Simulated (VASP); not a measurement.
Here is a VASP 6.6.1 calculation.

The input INCAR:

```
SYSTEM = Sr
PREC = Accurate ; ENCUT = 520
EDIFF = 1E-6 ; ISMEAR = 0
SIGMA = 0.1 ; LREAL = .FALSE.
LASPH = .TRUE. ; NELM = 80
ALGO = Normal ; ISIF = 2
LWAVE = .FALSE. ; LCHARG = .FALSE.
LDIPOL = .TRUE. ; IDIPOL = 3
DIPOL = 0.5 0.5 0.292 ; GGA = PE
NBANDS = 17
```

KPOINTS

```
Automatic mesh
0
G
  18 18 1
  0 0 0
```

The input POSCAR:

```
Sr
1.0
    4.2970181601      0.0000000000      0.0000000000
   -2.1485090800      3.7213268872      0.0000000000
    0.0000000000      0.0000000000     30.8500002400
Sr
2
Direct
    0.3333333333      0.6666666667      0.2386428634
    0.6666666667      0.3333333333      0.3448255275
```

Potentials or basis: VASP PAW PBE potentials, release 64 (Sr_sv).

Run with:

```bash
$ cat potpaw_PBE.64/Sr_sv/POTCAR > POTCAR
$ mpirun -np 1 vasp_std > vasp.out
```

What does it give for the band gap on the k mesh?

Zero (bands 10 and 11 overlap by 0.13 eV).

Estimate the largest force.

0.006 eV/Å.

Forces in eV/Å, atoms in the order of the input:
```
Sr   0.000  0.000 -0.006
Sr   0.000  0.000  0.006
```
